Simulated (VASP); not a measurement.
# Ru (Fm-3m) in VASP: further runs

The runs below take Ru through single point, relaxation of cell and atoms, with PBE.

Program: VASP 6.6.1. These are calculated values, not measurements. Logs are shortened: lines on timing, memory, paths and dates and some standing lists are left out, and cuts for length are marked.

**1. The cell of the first run**

It takes space group Fm-3m (No. 225, cubic). Conventional cell: a = 3.807 Å, b = 3.807 Å, c = 3.807 Å, α = 90.00°, β = 90.00°, γ = 90.00°. Within 3.5 Å of Ru (site symmetry m-3m) lie 12 Ru at 2.69 Å.

The cell was built from a structure type or drawn by symmetry, and may not be a known phase.

**2. Single point, PBE**

The input, INCAR:

```
PREC     = Accurate       # precision mode
ENCUT    = 520            # plane-wave cutoff, eV
EDIFF    = 1E-6           # SCF threshold, eV
ISMEAR   = 0              # smearing method
SIGMA    = 0.1            # smearing width, eV
LREAL    = F              # projectors in reciprocal space
LASPH    = T              # aspherical terms in the spheres
NELM     = 100            # most SCF steps
ALGO     = Fast           # electronic algorithm
ISIF     = 2              # what is computed and relaxed
LWAVE    = F              # write WAVECAR
LCHARG   = F              # write CHGCAR
GGA      = PE             # functional
NBANDS   = 13             # bands
```

The input, KPOINTS:

```
regular mesh
0
Gamma
  8 8 8
```

The input, POSCAR:

```
Ru
1.0
    0.0000000000      1.9034129939      1.9034129939
    1.9034129939      0.0000000000      1.9034129939
    1.9034129939      1.9034129939      0.0000000000
Ru
1
Direct
    0.0000000000      0.0000000000      0.0000000000
```

Potentials or basis: VASP PAW PBE potentials, release 64 (Ru_pv).

Started as:

```
$ cat potpaw_PBE.64/Ru_pv/POTCAR > POTCAR
$ mpirun -np 1 vasp_std > vasp.out
```

OUTCAR:

```text
PREC = Accurate
   ENCUT = 520
   EDIFF = 1E-6
   ISMEAR = 0
   LREAL = F
   LASPH = T
   NELM = 100
   ISIF = 2
   GGA = PE

 ion  position               nearest neighbor table
   1  0.000  0.000  0.000-

  LATTYP: Found a face centered cubic cell.
 ALAT       =     3.8068259878

  Lattice vectors:

 A1 = (   0.0000000000,   1.9034129939,   1.9034129939)
 A2 = (   1.9034129939,   0.0000000000,   1.9034129939)
 A3 = (   1.9034129939,   1.9034129939,   0.0000000000)

Analysis of symmetry for initial positions (statically):
=====================================================================
 Subroutine PRICEL returns:
 Original cell was already a primitive cell.

 Routine SETGRP: Setting up the symmetry group for a
 face centered cubic supercell.

 Subroutine GETGRP returns: Found 48 space group operations
 (whereof 48 operations were pure point group operations)
 out of a pool of 48 trial point group operations.

The static configuration has the point symmetry O_h .

Analysis of symmetry for dynamics (positions and initial velocities):
=====================================================================
 Subroutine PRICEL returns:
 Original cell was already a primitive cell.

 Routine SETGRP: Setting up the symmetry group for a
 face centered cubic supercell.

 Subroutine GETGRP returns: Found 48 space group operations
 (whereof 48 operations were pure point group operations)
 out of a pool of 48 trial point group operations.

The dynamic configuration has the point symmetry O_h .

 Subroutine INISYM returns: Found 48 space group operations
 (whereof 48 operations are pure point group operations),
 and found     1 'primitive' translations

----------------------------------------------------------------------------------------

                                     Primitive cell

  volume of cell :      13.7921

  direct lattice vectors                    reciprocal lattice vectors
     0.000000000  1.903412994  1.903412994    -0.262686029  0.262686029  0.262686029
     1.903412994  0.000000000  1.903412994     0.262686029 -0.262686029  0.262686029
     1.903412994  1.903412994  0.000000000     0.262686029  0.262686029 -0.262686029

  length of vectors
     2.691832471  2.691832471  2.691832471     0.454985548  0.454985548  0.454985548

  position of ions in fractional coordinates (direct lattice)
     0.000000000  0.000000000  0.000000000

  ion indices of the primitive-cell ions
   primitive index   ion index
                 1           1

----------------------------------------------------------------------------------------

 KPOINTS: regular mesh

Automatic generation of k-mesh.
 Grid dimensions read from file:
 generate k-points for:    8    8    8

 Generating k-lattice:

  Cartesian coordinates                     Fractional coordinates (reciprocal lattice)
    -0.032835754  0.032835754  0.032835754     0.125000000  0.000000000  0.000000000
     0.032835754 -0.032835754  0.032835754     0.000000000  0.125000000  0.000000000
     0.032835754  0.032835754 -0.032835754     0.000000000  0.000000000  0.125000000

  Length of vectors
     0.056873193  0.056873193  0.056873193

  Shift w.r.t. Gamma in fractional coordinates (k-lattice)
     0.000000000  0.000000000  0.000000000

 Subroutine IBZKPT returns following result:
 ===========================================

 Found     29 irreducible k-points:

 Following reciprocal coordinates:
            Coordinates               Weight
  0.000000  0.000000  0.000000      1.000000
  0.125000  0.000000  0.000000      8.000000
  0.250000  0.000000  0.000000      8.000000
  0.375000  0.000000  0.000000      8.000000
  0.500000  0.000000  0.000000      4.000000
  0.125000  0.125000  0.000000      6.000000
[... 16 lines left out ...]
  0.500000  0.250000  0.125000     48.000000
 -0.375000  0.250000  0.125000     24.000000
 [... further k-points ...]
   k-points           NKPTS =     29   k-points in BZ     NKDIM =     29   number of bands    NBANDS=     13
   number of dos      NEDOS =    301   number of ions     NIONS =      1
   total plane-waves  NPLWV =   8000
   dimension x,y,z NGX =    20 NGY =   20 NGZ =   20
   dimension x,y,z NGXF=    40 NGYF=   40 NGZF=   40
   ions per type =               1
   NGX,Y,Z   is equivalent  to a cutoff of  12.35, 12.35, 12.35 a.u.
   NGXF,Y,Z  is equivalent  to a cutoff of  24.70, 24.70, 24.70 a.u.
 SYSTEM =  unknown system
   PREC   = accura    normal or accurate (medium, high low for compatibility)
   ISTART =      0    job   : 0-new  1-cont  2-samecut
   ICHARG =      2    charge: 1-file 2-atom 10-const
   ISPIN  =      1    spin polarized calculation?
   LNONCOLLINEAR =      F non collinear calculations
   LSORBIT =      F    spin-orbit coupling
   LASPH  =      T    aspherical Exc in radial PAW
   ENCUT  =  520.0 eV  38.22 Ry    6.18 a.u.   5.01  5.01  5.01*2*pi/ulx,y,z
   NELM   =    100;   NELMIN=  2; NELMDL= -5     # of ELM steps
   EDIFF  = 0.1E-05   stopping-criterion for ELM
   LREAL  =      F    real-space projection
   EDIFFG = 0.1E-04   stopping-criterion for IOM
   NSW    =      0    number of steps for IOM
   IBRION =     -1    ionic relax: 0-MD 1-quasi-New 2-CG
   NFREE  =      0    steps in history (QN), initial steepest desc. (CG)
   ISIF   =      2    stress and relaxation
   ISYM   =      2    0-nonsym 1-usesym 2-fastsym
   POTIM  = 0.5000    time-step for ionic-motion
   TEBEG  =    0.0;   TEEND  =   0.0 temperature during run
   PSTRESS=    0.0 pullay stress
   NELECT =      14.0000    total number of electrons
   NUPDOWN=      -1.0000    fix difference up-down
   EMIN   =  10.00;   EMAX   =-10.00  energy-range for DOS
   EFERMI =   0.00;   METHOD = LEGACY
   ISMEAR =     0;   SIGMA  =   0.10  broadening in eV -4-tet -1-fermi 0-gaus
   EFERMI_NEDOS =   21; number of points for ismear=-14 and -15
   IALGO  =     68    algorithm
   IMIX   =      4    mixing-type and parameters
     AMIX     =   0.40;   BMIX     =  1.00
     AMIX_MAG =   1.60;   BMIX_MAG =  1.00
  volume/ion in A,a.u.               =      13.79        93.07
  Fermi-wavevector in a.u.,A,eV,Ry     =   1.645285  3.109138 36.830466  2.706963
  Thomas-Fermi vector in A             =   2.735108
   LORBIT       =      0    0 simple, 1 ext, 2 COOP (PROOUT), +10 PAW based schemes
   GGA     = PE    functional components
   LHFCALC =     F    Hartree Fock is set to
   AEXX    =    0.0000 exact exchange contribution
   IVDW    =     0    specifies the selected vdW correction
   LEPSILON=     F    determine dielectric tensor
   LRPA    =     F    only Hartree local field effects (RPA)
 non-spin polarized calculation
 RMM-DIIS sequential band-by-band and
 Gauss-broadening in eV      SIGMA  =   0.10
  energy-cutoff  :      520.00
  volume of cell :       13.79
 maximum number of plane-waves:       388
   NGX =  9   NGY =  9   NGZ =  9

 number of electron      14.0000003 magnetization

 Free energy of the ion-electron system (eV)
  ---------------------------------------------------
  ext. energy  EPLUGINS =         0.00000000
  ---------------------------------------------------
  free energy    TOTEN  =        -9.16061321 eV

  energy without entropy =       -9.15678416  energy(sigma->0) =       -9.15869869

 E-fermi :  12.3623     XC(G=0): -14.0184

 val. band max:       12.3527930321   @ k =   0.0000   0.0000   0.0000
 cond. band min:      12.5158292527   @ k =   0.2500   0.0000   0.0000
 fundamental gap:      0.1630362206
 Fermi energy:        12.3623091174

 k-point     1 :       0.0000    0.0000    0.0000
  band No.  band energies     occupation
      1     -29.9390      2.00000
      2     -29.9390      2.00000
      3     -29.9390      2.00000
      4       4.6583      2.00000
      5       9.9608      2.00000
      6       9.9608      2.00000
      7       9.9608      2.00000
      8      12.3528      1.10705
      9      12.3528      1.10705
     10      23.0594      0.00000
     11      27.5415      0.00000
     12      33.1952      0.00000
     13      33.1952      0.00000

 k-point     2 :       0.1250    0.0000    0.0000
  band No.  band energies     occupation
      1     -30.0939      2.00000
      2     -29.9593      2.00000
      3     -29.9593      2.00000
      4       5.2859      2.00000
      5       9.6733      2.00000
      6      10.2009      2.00000
      7      10.2009      2.00000
      8      12.2240      1.94952
      9      12.2240      1.94952
     10      23.0593      0.00000
     11      28.5412      0.00000
     12      30.8221      0.00000
     13      34.2311      0.00000

 k-point     3 :       0.2500    0.0000    0.0000
  band No.  band energies     occupation
      1     -30.4583      2.00000
      2     -30.0079      2.00000
      3     -30.0079      2.00000
      4       6.4988      2.00000
      5       9.7134      2.00000
      6      10.3530      2.00000
      7      10.3530      2.00000
      8      12.5158      0.02992
      9      12.5158      0.02992
     10      23.0592      0.00000
     11      27.5830      0.00000
     12      29.7687      0.00000
     13      36.8706      0.00000
[... 305 lines left out ...]
 k-point    23 :       0.5000    0.2500    0.1250
  band No.  band energies     occupation
      1     -30.7339      2.00000
      2     -30.3085      2.00000
      3     -30.1295      2.00000
      4       7.8274      2.00000
      5       8.9192      2.00000
      6       9.5598      2.00000
      7      11.4533      2.00000
      8      13.3183      0.00000
      9      16.6529      0.00000
     10      23.0584      0.00000
     11      24.8901      0.00000
     12      28.8255      0.00000
     13      30.3017      0.00000

 k-point    24 :      -0.3750    0.2500    0.1250
  band No.  band energies     occupation
      1     -30.8148      2.00000
      2     -30.3436      2.00000
      3     -30.1611      2.00000
      4       7.7625      2.00000
      5       8.6486      2.00000
      6      10.3460      2.00000
      7      11.1302      2.00000
      8      13.9385      0.00000
      9      18.7534      0.00000
     10      21.9415      0.00000
     11      23.0617      0.00000
     12      28.7070      0.00000
     13      29.8241      0.00000

 [... further k-points ...]

------------------------ aborting loop because EDIFF is reached ----------------------------------------

  FORCE on cell =-STRESS in cart. coord.  units (eV):
  Direction    XX          YY          ZZ          XY          YZ          ZX
  --------------------------------------------------------------------------------------
  -------------------------------------------------------------------------------------
  Total       -0.0142533     -0.0142533     -0.0142533     -0.0000000     -0.0000000      0.0000000
  in kB       -1.6557525     -1.6557525     -1.6557525     -0.0000000     -0.0000000      0.0000000
  external PRESSURE =      -1.6557525 kB  Pullay stress =       0.0000000 kB

 VOLUME and BASIS-vectors are now :
 -----------------------------------------------------------------------------
  energy-cutoff  :      520.00
  volume of cell :       13.79
      direct lattice vectors                 reciprocal lattice vectors
     0.000000000  1.903412994  1.903412994    -0.262686029  0.262686029  0.262686029
     1.903412994  0.000000000  1.903412994     0.262686029 -0.262686029  0.262686029
     1.903412994  1.903412994  0.000000000     0.262686029  0.262686029 -0.262686029

 POSITION                                       TOTAL-FORCE (eV/Angst)
 -----------------------------------------------------------------------------------
      0.00000      0.00000      0.00000         0.000000      0.000000     -0.000000
 -----------------------------------------------------------------------------------
    total drift:                                0.000000      0.000000      0.000000

  FREE ENERGIE OF THE ION-ELECTRON SYSTEM (eV)
  ---------------------------------------------------
  free  energy   TOTEN  =        -9.1606132140 eV

  energy  without entropy=       -9.1567841633  energy(sigma->0) =       -9.15869869
```

Run time: 5.6 s. Hardware: 1 thread of Intel Xeon Platinum 8259CL at 2.50GHz (Skylake/Cascade Lake), shared host; peak memory 0.12 GiB.

What came out:

```yaml
Free_energy: -9.1606 eV
Pressure: -0.2 GPa
Band_gap_on_the_k_mesh: zero (bands 7 and 8 overlap by 3.06 eV)
```

Levels at points of the mesh, in eV from the Fermi level:
```csv
k point,band 3,band 4,band 5,band 6,band 7,band 8,band 9,band 10,band 11,band 12
"(0.00, 0.00, 0.00)",-42.30,-7.70,-2.40,-2.40,-2.40,-0.01,-0.01,10.70,15.18,20.83
"(0.50, 0.00, 0.00)",-42.44,-5.84,-2.52,-2.52,1.13,1.82,1.82,10.01,10.70,14.77
"(0.50, 0.50, 0.00)",-42.67,-6.14,-5.66,1.77,2.32,2.32,3.73,10.70,13.48,13.48
```

Caveat: an empty level that is flat over the whole mesh can mark a ghost state of the potentials, or a narrow d or f band.

(Part 1 of 2 ends here.)
